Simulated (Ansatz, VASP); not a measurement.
**One calculation of KBr, two programs**

File INCAR:

```
SYSTEM = KBr
ALGO = Normal
EDIFF = 1E-7
ENCUT = 520
GGA = CA
ISIF = 2
ISMEAR = 0
LASPH = .True.
LCHARG = .True.
LELF = .True.
LREAL = .False.
LVHAR = .True.
LWAVE = .False.
NBANDS = 24
NELM = 80
PREC = Accurate
SIGMA = 0.05
```

The input KPOINTS:

```
k-points
0
Gamma
  6 6 4
  0 0 0
```

The input POSCAR:

```
KBr
1.0
    3.9257624872      0.0000000000      0.0000000000
    0.0000000000      3.9257624872      0.0000000000
    0.0000000000      0.0000000000      7.8515249743
K Br
2 2
Direct
    0.0000000000      0.0000000000      0.0000000000
    0.0000000000      0.0000000000      0.5000000000
    0.3836557226      0.5000000000      0.2500000000
    0.6163442774      0.5000000000      0.7500000000
```

Input for Ansatz:

```yaml
crystal:
  lattice:
    - [3.9257624872, 0.0, 0.0]
    - [0.0, 3.9257624872, 0.0]
    - [0.0, 0.0, 7.8515249743]
  atoms:
    - { symbol: K, position: [0.0, 0.0, 0.0] }
    - { symbol: K, position: [0.0, 0.0, 0.5] }
    - { symbol: Br, position: [0.3836557226, 0.5, 0.25] }
    - { symbol: Br, position: [0.6163442774, 0.5, 0.75] }
basis:
  ecutwfc: 420
kpoints:
  mp_grid: { grid: [6, 6, 4] }
hamiltonian:
  xc: lda
scf:
  occupations: { method: gaussian, width: 0.05 }
output:
  forces: true
  stress: true
  eigenvalues: true
```

Change from the starting cell: mode 4 frozen in at -0.446 Å, equal normal strain along x, y and z +0.0250.

Alike in both runs: task single point; functional LDA; k mesh 6 × 6 × 4; occupations gaussian, width 0.05 eV; no spin polarisation.

```csv
,VASP,Ansatz
version,VASP 6.6.1,Ansatz 0.2.0
potentials or method,"VASP PAW LDA potentials, release 64 (K_sv, Br), cutoff 520 eV","scalar-relativistic, plane waves, PAW"
valence electrons in the cell,32,32
```

```tsv
	VASP	Ansatz	Ansatz less VASP
gap on the k mesh at the Fermi level (eV)	3.79	3.78	-0.009
least direct gap on the mesh (eV)	3.97	3.96	-0.010
pressure (GPa)	-0.2	-0.3	-0.08
traceless stress, the component that is largest in VASP (GPa)	0.29	0.28	-0.012
rms of the force components (eV/Å)	0.128	0.123	-0.0048
```

LDA's correlation is that of Perdew and Zunger in VASP and of Perdew and Wang (1992) in Ansatz. Atom by atom the forces differ by 0.005 eV/Å (rms over components).
